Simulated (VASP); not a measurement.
# Pt: relaxation of cell and atoms with revPBE+D3(BJ)

Pt:

```
Pt
1.0
     0.00000    1.96090    1.96090
     1.96090    0.00000    1.96090
     1.96090    1.96090    0.00000
Pt
1
Direct
  0.00000 0.00000 0.00000
```

* Program: VASP 6.6.1
* Task: relaxation of cell and atoms
* Functional: revPBE
* Dispersion: D3(BJ)
* Potentials or basis: VASP PAW PBE potentials, release 64 (Pt)
* Cutoff: 600 eV
* k mesh: 12 × 12 × 12
* Occupations: fermi-dirac, width 0.05 eV
* Spin: no spin polarisation
* Dipole correction: no
* Further INCAR settings: ALGO = Normal; EDIFF = 1e-06; IBRION = 2; EDIFFG = -0.01; NSW = 60; ISIF = 3

The relaxed volume is 14.89 Å³/atom. The relaxed cell is a = 2.762 Å, b = 2.762 Å, c = 2.762 Å, α = 60.00°, β = 60.00°, γ = 60.00°, the space group after relaxing (to 0.1 Å) is Fm-3m (No. 225) and the energy gained by relaxing is 2.2 meV/atom. The ionic steps are 3. The pressure after relaxing is 0.0 GPa and the band gap on the k mesh is zero (bands 5 and 6 overlap by 2.29 eV). The dispersion energy per atom is -1.490 eV.

Step by step:
```csv
step,energy change (eV),largest force (eV/Å),pressure (GPa),volume (Å³)
1,0.0000,0.0000,-3.56,15.08
2,0.0161,0.0000,11.57,14.36
3,-0.0022,0.0000,-0.04,14.89
```

Final structure:
```
CELL_PARAMETERS angstrom
0.00000 1.95270 1.95270
1.95270 0.00000 1.95270
1.95270 1.95270 0.00000
ATOMIC_POSITIONS crystal
Pt 0.00000 0.00000 0.00000
```

Levels at points of the mesh, in eV from the Fermi level:
| k point | band 2 | band 3 | band 4 | band 5 | band 6 | band 7 | band 8 | band 9 |
| --- | --- | --- | --- | --- | --- | --- | --- | --- |
| (0.00, 0.00, 0.00) | -3.88 | -3.88 | -3.88 | -1.68 | -1.68 | 14.56 | 19.61 | 19.61 |
| (0.50, 0.00, 0.00) | -3.95 | -3.95 | -0.53 | 0.03 | 0.03 | 5.94 | 14.14 | 19.06 |
| (0.50, 0.50, 0.00) | -6.77 | -0.01 | 0.49 | 0.49 | 1.75 | 9.03 | 11.43 | 11.43 |

It took 29 s on 1 thread of Intel Xeon 8259CL (shared host), peak memory 0.16 GiB.

Caveat: the PAW data sets were made with another functional, which shifts forces and pressure a little; spin-orbit coupling is left out, which moves the levels of the heavy elements.
